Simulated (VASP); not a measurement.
Set up this calculation in VASP 6.6.1, as the native input.

```
Task                   : single point
Functional             : r2SCAN
Potentials or basis    : VASP PAW PBE potentials, release 64 (Zr_sv, O)
Cutoff                 : 520 eV
k mesh                 : 7 × 7 × 7
Occupations            : fermi-dirac, width 0.1 eV
Spin                   : no spin polarisation
Dipole correction      : no
Further INCAR settings : ALGO = Normal; EDIFF = 1e-06; NBANDS = 52
```

Zr3O:

```
Zr O
1.0
     5.68915    0.00000    0.00000
    -2.84457    4.92695    0.00000
     0.00000    0.00000    5.23458
Zr O
6 2
Cartesian
  1.9425 0.0000 0.0000
  0.9713 1.6823 2.6173
  -0.9713 1.6823 0.0000
  3.7466 0.0000 2.6173
  1.8733 3.2446 0.0000
  -1.8733 3.2446 2.6173
  0.0000 3.2846 1.3086
  2.8446 1.6423 3.9259
```

These files were run (other wordings do the same):

POSCAR

```
Zr3O
1.0
    5.6891467011      0.0000000000      0.0000000000
   -2.8445733506      4.9269455690      0.0000000000
    0.0000000000      0.0000000000      5.2345787600
Zr O
6 2
Direct
    0.3414481268      0.0000000000      0.0000000000
    0.3414481268      0.3414481268      0.5000000000
    0.0000000000      0.3414481268      0.0000000000
    0.6585518732      0.0000000000      0.5000000000
    0.6585518732      0.6585518732      0.0000000000
    0.0000000000      0.6585518732      0.5000000000
    0.3333333333      0.6666666667      0.2500000000
    0.6666666667      0.3333333333      0.7500000000
```

INCAR.step1

```
  PREC = Accurate
  ENCUT = 520
  ISMEAR = -1
  SIGMA = 0.1
  LREAL = F
  LASPH = T
  NELM = 80
  NBANDS = 52
  GGA = PE
  ALGO = Normal
  EDIFF = 1E-4
  LWAVE = T
  LCHARG = F
```

INCAR.step2

```
  PREC = Accurate
  ENCUT = 520
  EDIFF = 1E-6
  ISMEAR = -1
  SIGMA = 0.1
  LREAL = F
  LASPH = T
  NELM = 80
  ALGO = Normal
  ISIF = 2
  LWAVE = F
  LCHARG = T
  METAGGA = R2SCAN
  LMIXTAU = T
  LELF = T
  LVHAR = T
  NBANDS = 52
  ISTART = 1
```

KPOINTS

```
regular mesh
0
Gamma
  7 7 7
```

Potentials or basis: VASP PAW PBE potentials, release 64 (Zr_sv, O).

The run is started by

```sh
$ cat potpaw_PBE.64/Zr_sv/POTCAR potpaw_PBE.64/O/POTCAR > POTCAR
$ cp INCAR.step1 INCAR
$ mpirun -np 1 vasp_std > vasp.out
$ cp INCAR.step2 INCAR
$ mpirun -np 1 vasp_std > vasp.out
```

Results of the run:

The pressure is -2.6 GPa, the largest force is 0.014 eV/Å and the band gap on the k mesh is zero (band 42 reaches 10.06 eV, above the bottom of band 43 at 9.28 eV).

Caveat: the PAW data sets were made with another functional, which shifts forces and pressure a little.

It took 27 min on 1 thread of AMD EPYC 7R13, with other jobs on the host, peak memory 0.35 GiB.
